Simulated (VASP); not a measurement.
A run of VASP 6.6.1:

Contents of INCAR:

```
PREC = Accurate
ENCUT = 520
EDIFF = 1E-6
ISMEAR = 0
SIGMA = 0.05
LREAL = Auto
LASPH = T
NELM = 100
ALGO = Normal
ISIF = 2
LWAVE = F
LCHARG = F
GGA = PE
IVDW = 12
NBANDS = 34
```

Contents of KPOINTS:

```
regular mesh
0
Gamma
  5 5 1
```

The input POSCAR:

```
Be16Cl
1.0
    4.5800000000      0.0000000000      0.0000000000
    2.2900000000      3.9663960000      0.0000000000
    0.0000000000      0.0000000000     16.3826450000
Be Cl
16 1
Direct
   -0.1666667000      0.3333333000      0.0610402000
    0.3333333000      0.3333333000      0.0610402000
   -0.1666667000      0.8333333000      0.0610402000
    0.3333333000      0.8333333000      0.0610402000
    0.0008610378     -0.0004265111      0.1725935941
    0.4995988675     -0.0003949268      0.1725923915
   -0.0000036284      0.4999963782      0.1718081202
    0.4995488632      0.5009041066      0.1725973295
   -0.1700893794      0.3299914006      0.2823865400
    0.3402526598      0.3299638899      0.2823947507
   -0.1701210744      0.8403418753      0.2823944814
    0.3333470452      0.8333963860      0.2778525963
    0.0101608519     -0.0050360512      0.3956620367
    0.4949715015     -0.0050143448      0.3956495655
    0.0000020744      0.5000810611      0.3792612369
    0.4949455647      0.5101823048      0.3956866945
    0.6666720110      0.1668892393      0.4972160203
```

Potentials or basis: VASP PAW PBE potentials, release 64 (Be, Cl).

The run is started by

```console
$ cat potpaw_PBE.64/Be/POTCAR potpaw_PBE.64/Cl/POTCAR > POTCAR
$ mpirun -np 1 vasp_std > vasp.out
```

Hardware: 1 thread of Intel(R) Xeon(R) 6975P-C (Granite Rapids), on a shared host.

Problem. Estimate the wall time of this run.

Solution. Wall time 2.8 min on 1 thread of Intel(R) Xeon(R) 6975P-C (Granite Rapids) (shared host), peak memory 0.4 GiB. Counts: scf iterations 22, k points 13.
